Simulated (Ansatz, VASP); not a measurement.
**Two plane-wave programs on Ba**

Contents of INCAR:

```
SYSTEM = Ba
PREC = Accurate
ENCUT = 600
EDIFF = 1E-6
ISMEAR = 0
SIGMA = 0.1
LREAL = .False.
LASPH = .True.
NELM = 80
ALGO = Fast
ISIF = 3
LWAVE = .False.
LCHARG = .False.
GGA = PS
IBRION = 2
NSW = 100
EDIFFG = -0.005
```

File KPOINTS:

```
Automatic mesh
0
Gamma
  12 12 12
  0 0 0
```

POSCAR

```
Ba
1.0
   -2.4343261421      2.4343261421      2.4343261421
    2.4343261421     -2.4343261421      2.4343261421
    2.4343261421      2.4343261421     -2.4343261421
Ba
1
Direct
    0.0000000000      0.0000000000      0.0000000000
```

Input for Ansatz:

```yaml
crystal:
  lattice:
    - [-2.4343261421, 2.4343261421, 2.4343261421]
    - [2.4343261421, -2.4343261421, 2.4343261421]
    - [2.4343261421, 2.4343261421, -2.4343261421]
  atoms:
    - { symbol: Ba, position: [0.0, 0.0, 0.0] }
basis:
  ecutwfc: 420
kpoints:
  mp_grid: { grid: [12, 12, 12] }
hamiltonian:
  xc: pbesol
scf:
  occupations: { method: gaussian, width: 0.1 }
output:
  forces: true
  stress: true
  eigenvalues: true
  write_density: true
  write_potential: true
  elf: true
  volumetric_format: npy
relax:
  adjacent_minimum: "off"
  f_tol: 0.005
  max_steps: 80
  cell: { stress_tol: 0.05 }
```

Alike in both runs: task relaxation of cell and atoms; functional PBEsol; k mesh 12 × 12 × 12; occupations gaussian, width 0.1 eV; no spin polarisation.

|  | VASP | Ansatz |
| --- | --- | --- |
| version | VASP 6.6.1 | Ansatz 0.2.0 |
| potentials or method | VASP PAW PBE potentials, release 64 (Ba_sv), cutoff 600 eV | scalar-relativistic, plane waves, PAW |
| valence electrons in the cell | 10 | 10 |

|  | VASP | Ansatz | Ansatz less VASP |
| --- | --- | --- | --- |
| gap on the k mesh at the Fermi level, each at its own relaxed structure (eV) | none | none | - |
| relaxed volume (Å³/atom) | 58.25 | 57.70 | -0.547 |
| relaxed cell length with the largest relative difference (Å) | 4.230 | 4.216 | -0.0133 |

VASP's potentials were made for PBE, not for PBEsol. A gap of «none» marks a metal or a gap that the smearing closes.

Spin-orbit coupling is off throughout.
